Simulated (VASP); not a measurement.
# Ti3Se (P-6m2) in VASP: notebook, part 2 of 2

VASP 6.6.1.

## 4. Single point, PBEsol

This run uses another cell than the first one, of 18.28 Å³/atom.

Input file INCAR:

```
  PREC = Accurate
  ENCUT = 520
  EDIFF = 1E-7
  ISMEAR = -1
  SIGMA = 0.05
  LREAL = False
  LASPH = True
  NELM = 100
  ALGO = Normal
  ISIF = 2
  LWAVE = False
  LCHARG = True
  GGA = PS
  LELF = True
  LVHAR = True
  NBANDS = 29
```

Input file KPOINTS:

```
regular mesh
0
Gamma
  10 10 4
```

Input file POSCAR:

```
Ti3Se
1.0
    3.2395220766      0.0000000000      0.0000000000
   -1.6197610383      2.8055084145      0.0000000000
    0.0000000000      0.0000000000      8.0472667889
Se Ti
1 3
Direct
    0.0000000000      0.0000000000      0.0000000000
    0.6666666667      0.3333333333      0.5000000000
    0.3333333333      0.6666666667      0.7729020000
    0.3333333333      0.6666666667      0.2270980000
```

Potentials or basis: VASP PAW PBE potentials, release 64 (Se, Ti_sv).

Started as:

```bash
$ cat potpaw_PBE.64/Se/POTCAR potpaw_PBE.64/Ti_sv/POTCAR > POTCAR
$ mpirun -np 1 vasp_std > vasp.out
```

OUTCAR:

```text
PREC = Accurate
   ENCUT = 520
   EDIFF = 1E-7
   ISMEAR = -1
   LREAL = False
   LASPH = True
   NELM = 100
   ISIF = 2
   GGA = PS

 ion  position               nearest neighbor table
   1  0.000  0.000  0.000-   3 2.61   4 2.61   3 2.61   4 2.61   3 2.61   4 2.61
   2  0.667  0.333  0.500-   3 2.88   4 2.88   3 2.88   4 2.88   3 2.88   4 2.88
   3  0.333  0.667  0.773-   1 2.61   1 2.61   1 2.61   2 2.88   2 2.88   2 2.88
   4  0.333  0.667  0.227-   1 2.61   1 2.61   1 2.61   2 2.88   2 2.88   2 2.88

  LATTYP: Found a hexagonal cell.
 ALAT       =     3.2395220766
 C/A-ratio  =     2.4840907389

  Lattice vectors:

 A1 = (   3.2395220766,   0.0000000000,   0.0000000000)
 A2 = (  -1.6197610383,   2.8055084145,   0.0000000000)
 A3 = (   0.0000000000,   0.0000000000,   8.0472667889)

Analysis of symmetry for initial positions (statically):
=====================================================================
 Subroutine PRICEL returns:
 Original cell was already a primitive cell.

 Routine SETGRP: Setting up the symmetry group for a
 hexagonal supercell.

 Subroutine GETGRP returns: Found 12 space group operations
 (whereof 12 operations were pure point group operations)
 out of a pool of 24 trial point group operations.

The static configuration has the point symmetry D_3h.

Analysis of symmetry for dynamics (positions and initial velocities):
=====================================================================
 Subroutine PRICEL returns:
 Original cell was already a primitive cell.

 Routine SETGRP: Setting up the symmetry group for a
 hexagonal supercell.

 Subroutine GETGRP returns: Found 12 space group operations
 (whereof 12 operations were pure point group operations)
 out of a pool of 24 trial point group operations.

The dynamic configuration has the point symmetry D_3h.

 Subroutine INISYM returns: Found 12 space group operations
 (whereof 12 operations are pure point group operations),
 and found     1 'primitive' translations

----------------------------------------------------------------------------------------

                                     Primitive cell

  volume of cell :      73.1376

  direct lattice vectors                    reciprocal lattice vectors
     3.239522077  0.000000000  0.000000000     0.308687509  0.178220816  0.000000000
    -1.619761038  2.805508415  0.000000000     0.000000000  0.356441633  0.000000000
     0.000000000  0.000000000  8.047266789     0.000000000  0.000000000  0.124265794

  length of vectors
     3.239522077  3.239522077  8.047266789     0.356441633  0.356441633  0.124265794

  position of ions in fractional coordinates (direct lattice)
     0.000000000  0.000000000  0.000000000
     0.666666667  0.333333333  0.500000000
     0.333333333  0.666666667  0.772902000
     0.333333333  0.666666667  0.227098000

  ion indices of the primitive-cell ions
   primitive index   ion index
                 1           1
                 2           2
                 3           3
                 4           4

----------------------------------------------------------------------------------------

 KPOINTS: regular mesh

Automatic generation of k-mesh.
 Grid dimensions read from file:
 generate k-points for:   10   10    4

 Generating k-lattice:

  Cartesian coordinates                     Fractional coordinates (reciprocal lattice)
     0.030868751  0.017822082  0.000000000     0.100000000  0.000000000  0.000000000
     0.000000000  0.035644163  0.000000000     0.000000000  0.100000000  0.000000000
     0.000000000  0.000000000  0.031066449     0.000000000  0.000000000  0.250000000

  Length of vectors
     0.035644163  0.035644163  0.031066449

  Shift w.r.t. Gamma in fractional coordinates (k-lattice)
     0.000000000  0.000000000  0.000000000

 Subroutine IBZKPT returns following result:
 ===========================================

 Found     42 irreducible k-points:

 Following reciprocal coordinates:
            Coordinates               Weight
  0.000000  0.000000  0.000000      1.000000
  0.100000  0.000000  0.000000      6.000000
  0.200000  0.000000  0.000000      6.000000
  0.300000 -0.000000  0.000000      6.000000
  0.400000 -0.000000  0.000000      6.000000
  0.500000 -0.000000  0.000000      3.000000
[... 16 lines left out ...]
  0.300000  0.100000  0.250000     24.000000
  0.400000  0.100000  0.250000     24.000000
 [... further k-points ...]
   k-points           NKPTS =     42   k-points in BZ     NKDIM =     42   number of bands    NBANDS=     29
   number of dos      NEDOS =    301   number of ions     NIONS =      4
   total plane-waves  NPLWV =  34560
   dimension x,y,z NGX =    24 NGY =   24 NGZ =   60
   dimension x,y,z NGXF=    48 NGYF=   48 NGZF=  120
   ions per type =               1   3
   NGX,Y,Z   is equivalent  to a cutoff of  12.32, 12.32, 12.40 a.u.
   NGXF,Y,Z  is equivalent  to a cutoff of  24.63, 24.63, 24.79 a.u.
 SYSTEM =  unknown system
   PREC   = accura    normal or accurate (medium, high low for compatibility)
   ISTART =      0    job   : 0-new  1-cont  2-samecut
   ICHARG =      2    charge: 1-file 2-atom 10-const
   ISPIN  =      1    spin polarized calculation?
   LNONCOLLINEAR =      F non collinear calculations
   LSORBIT =      F    spin-orbit coupling
   LASPH  =      T    aspherical Exc in radial PAW
   ENCUT  =  520.0 eV  38.22 Ry    6.18 a.u.   6.02  6.02 14.96*2*pi/ulx,y,z
   NELM   =    100;   NELMIN=  2; NELMDL= -5     # of ELM steps
   EDIFF  = 0.1E-06   stopping-criterion for ELM
   LREAL  =      F    real-space projection
   EDIFFG = 0.1E-05   stopping-criterion for IOM
   NSW    =      0    number of steps for IOM
   IBRION =     -1    ionic relax: 0-MD 1-quasi-New 2-CG
   NFREE  =      0    steps in history (QN), initial steepest desc. (CG)
   ISIF   =      2    stress and relaxation
   ISYM   =      2    0-nonsym 1-usesym 2-fastsym
   POTIM  = 0.5000    time-step for ionic-motion
   TEBEG  =    0.0;   TEEND  =   0.0 temperature during run
   PSTRESS=    0.0 pullay stress
   NELECT =      42.0000    total number of electrons
   NUPDOWN=      -1.0000    fix difference up-down
   EMIN   =  10.00;   EMAX   =-10.00  energy-range for DOS
   EFERMI =   0.00;   METHOD = LEGACY
   ISMEAR =    -1;   SIGMA  =   0.05  broadening in eV -4-tet -1-fermi 0-gaus
   EFERMI_NEDOS =   21; number of points for ismear=-14 and -15
   IALGO  =     38    algorithm
   IMIX   =      4    mixing-type and parameters
     AMIX     =   0.40;   BMIX     =  1.00
     AMIX_MAG =   1.60;   BMIX_MAG =  1.00
  volume/ion in A,a.u.               =      18.28       123.39
  Fermi-wavevector in a.u.,A,eV,Ry     =   1.360748  2.571440 25.193016  1.851634
  Thomas-Fermi vector in A             =   2.487383
   LORBIT       =      0    0 simple, 1 ext, 2 COOP (PROOUT), +10 PAW based schemes
   GGA     = PS    functional components
   LHFCALC =     F    Hartree Fock is set to
   AEXX    =    0.0000 exact exchange contribution
   IVDW    =     0    specifies the selected vdW correction
   LEPSILON=     F    determine dielectric tensor
   LRPA    =     F    only Hartree local field effects (RPA)
 non-spin polarized calculation
  energy-cutoff  :      520.00
  volume of cell :       73.14
 maximum number of plane-waves:      1994
   NGX = 13   NGY = 13   NGZ = 29

 number of electron      41.9999983 magnetization

 Free energy of the ion-electron system (eV)
  ---------------------------------------------------
  ext. energy  EPLUGINS =         0.00000000
  ---------------------------------------------------
  free energy    TOTEN  =       -30.79978466 eV

  energy without entropy =      -30.77426462  energy(sigma->0) =      -30.78702464

 E-fermi :   7.5146     XC(G=0): -11.2956

 val. band max:        7.4561609556   @ k =   0.4000   0.2000   0.2500
 cond. band min:       7.5179823737   @ k =   0.1000   0.1000   0.0000
 fundamental gap:      0.0618214181
 Fermi energy:         7.5145722831

 k-point     1 :       0.0000    0.0000    0.0000
  band No.  band energies     occupation
      1     -49.3712      2.00000
      2     -49.3560      2.00000
      3     -49.2018      2.00000
      4     -25.9185      2.00000
      5     -25.8423      2.00000
      6     -25.5827      2.00000
[... 757 lines left out ...]
     28       9.9978      0.00000
     29      10.1683      0.00000

 [... further k-points ...]

------------------------ aborting loop because EDIFF is reached ----------------------------------------

  FORCE on cell =-STRESS in cart. coord.  units (eV):
  Direction    XX          YY          ZZ          XY          YZ          ZX
  --------------------------------------------------------------------------------------
  -------------------------------------------------------------------------------------
  Total       -3.5592567     -3.5592567     -4.0395067      0.0000000     -0.0000000     -0.0000000
  in kB      -77.9702585    -77.9702585    -88.4907752      0.0000000     -0.0000000     -0.0000000
  external PRESSURE =     -81.4770974 kB  Pullay stress =       0.0000000 kB

 VOLUME and BASIS-vectors are now :
 -----------------------------------------------------------------------------
  energy-cutoff  :      520.00
  volume of cell :       73.14
      direct lattice vectors                 reciprocal lattice vectors
     3.239522077  0.000000000  0.000000000     0.308687509  0.178220816  0.000000000
    -1.619761038  2.805508415  0.000000000     0.000000000  0.356441633  0.000000000
     0.000000000  0.000000000  8.047266789     0.000000000  0.000000000  0.124265794

 POSITION                                       TOTAL-FORCE (eV/Angst)
 -----------------------------------------------------------------------------------
      0.00000      0.00000      0.00000         0.000000     -0.000000      0.000000
      1.61976      0.93517      4.02363         0.000000      0.000000      0.000000
     -0.00000      1.87034      6.21975         0.000000     -0.000000      0.176748
     -0.00000      1.87034      1.82752        -0.000000     -0.000000     -0.176748
 -----------------------------------------------------------------------------------
    total drift:                                0.000000     -0.000000     -0.000000

  FREE ENERGIE OF THE ION-ELECTRON SYSTEM (eV)
  ---------------------------------------------------
  free  energy   TOTEN  =       -30.7997846588 eV

  energy  without entropy=      -30.7742646164  energy(sigma->0) =      -30.78702464
```

It took 92 s on 1 thread of Intel Xeon Platinum 8259CL at 2.50GHz (Skylake/Cascade Lake), shared host; peak memory 0.22 GiB.

Results:

| Quantity | Value |
| --- | --- |
| Free energy | -30.7998 eV |
| Pressure | -8.1 GPa |
| Largest force | 0.177 eV/Å |
| Band gap on the k mesh | zero (bands 21 and 22 overlap by 0.55 eV) |

Forces on the atoms (eV/Å):
```
Se   0.000  0.000  0.000
Ti   0.000  0.000  0.000
Ti   0.000  0.000  0.177
Ti   0.000  0.000 -0.177
```

Levels at points of the mesh, in eV from the Fermi level:
```csv
k point,band 18,band 19,band 20,band 21,band 22,band 23,band 24,band 25
"(0.00, 0.00, 0.00)",-1.31,-0.20,0.16,0.16,0.30,0.30,0.86,1.02
"(0.50, 0.00, 0.00)",-1.70,-1.50,-0.67,-0.44,0.19,0.75,0.80,2.18
"(0.00, 0.00, 0.50)",-1.38,-0.61,0.39,0.39,0.51,0.58,0.58,0.96
"(0.50, 0.00, 0.50)",-1.49,-1.46,-0.88,-0.81,0.54,0.81,0.95,1.17
```

Caveat: the cell stands under tension; the PAW data sets were made with another functional, which shifts forces and pressure a little.

## 5. Single point, PBEsol

This run uses another cell than the first one, of 18.64 Å³/atom.

Input file INCAR:

```
PREC     = Accurate       # precision mode
ENCUT    = 520            # plane-wave cutoff, eV
EDIFF    = 1E-6           # SCF threshold, eV
ISMEAR   = -1             # smearing method
SIGMA    = 0.05           # smearing width, eV
LREAL    = F              # projectors in reciprocal space
LASPH    = T              # aspherical terms in the spheres
NELM     = 60             # most SCF steps
ALGO     = Normal         # electronic algorithm
ISIF     = 2              # what is computed and relaxed
LWAVE    = F              # write WAVECAR
LCHARG   = T              # write CHGCAR
GGA      = PS             # functional
LELF     = T              # ELF
LVHAR    = T            
NBANDS   = 29             # bands
```

KPOINTS is that of step 4.

Input file POSCAR:

```
Ti3Se
1.0
    3.2601565315      0.0000000000      0.0000000000
   -1.6300782658      2.8233783766      0.0000000000
    0.0000000000      0.0000000000      8.0985246472
Se Ti
1 3
Direct
    0.0000000000      0.0000000000      0.0000000000
    0.6666666667      0.3333333333      0.5000000000
    0.3333333333      0.6666666667      0.7729020000
    0.3333333333      0.6666666667      0.2270980000
```

Started as:

```bash
$ cat potpaw_PBE.64/Se/POTCAR potpaw_PBE.64/Ti_sv/POTCAR > POTCAR
$ mpirun -np 1 vasp_std > vasp.out
```

Wall time 91 s (1 thread of Intel Xeon Platinum 8259CL at 2.50GHz (Skylake/Cascade Lake), shared host); peak memory 0.22 GiB.

Results (log left out):

| Item | Value |
| --- | --- |
| Free energy | -30.7215 eV |
| Pressure | -9.7 GPa |
| Largest force | 0.221 eV/Å |
| Band gap on the k mesh | zero (bands 21 and 22 overlap by 0.54 eV) |

Forces on the atoms (eV/Å):
```
Se   0.000  0.000  0.000
Ti   0.000  0.000  0.000
Ti   0.000  0.000  0.221
Ti   0.000  0.000 -0.221
```

Stress tensor (GPa, compression positive):
```
 -9.29   0.00   0.00
  0.00  -9.29   0.00
  0.00   0.00 -10.66
```

Levels at points of the mesh, in eV from the Fermi level:
```tsv
k point	band 19	band 20	band 21	band 22	band 23	band 24
(0.00, 0.00, 0.00)	-0.23	0.16	0.16	0.30	0.30	0.83
(0.50, 0.00, 0.00)	-1.46	-0.68	-0.43	0.19	0.73	0.79
(0.00, 0.00, 0.50)	-0.60	0.38	0.38	0.48	0.57	0.57
(0.50, 0.00, 0.50)	-1.44	-0.87	-0.79	0.51	0.79	0.93
```

Caveat: the cell stands under tension; the PAW data sets were made with another functional, which shifts forces and pressure a little.

## 6. Overview

```csv
cell,gap on the mesh (eV),pressure (GPa),largest force (eV/Å)
"a = 3.197, b = 3.197, c = 7.943 Å, angles 90.0, 90.0, 120.0°, 4 atoms",none,-4.4,0.07
"a = 3.219, b = 3.219, c = 7.995 Å, angles 90.0, 90.0, 120.0°, 4 atoms",none,-6.3,0.13
"a = 3.240, b = 3.240, c = 8.047 Å, angles 90.0, 90.0, 120.0°, 4 atoms",none,-8.1,0.18
"a = 3.260, b = 3.260, c = 8.099 Å, angles 90.0, 90.0, 120.0°, 4 atoms",none,-9.7,0.22
```

Alike in all rows: task single point; level PBEsol; potentials or basis VASP PAW PBE potentials, release 64 (Se, Ti_sv); no spin polarisation; k mesh 10 × 10 × 4; cutoff (eV) 520; smearing fermi-dirac 0.05 eV.

Caveats: the cell stands under tension; the PAW data sets were made with another functional, which shifts forces and pressure a little.

Absolute energies hang on the potentials; compare differences alone.

The gap in the log of VASP goes by the Fermi energy; the results here count the filled bands.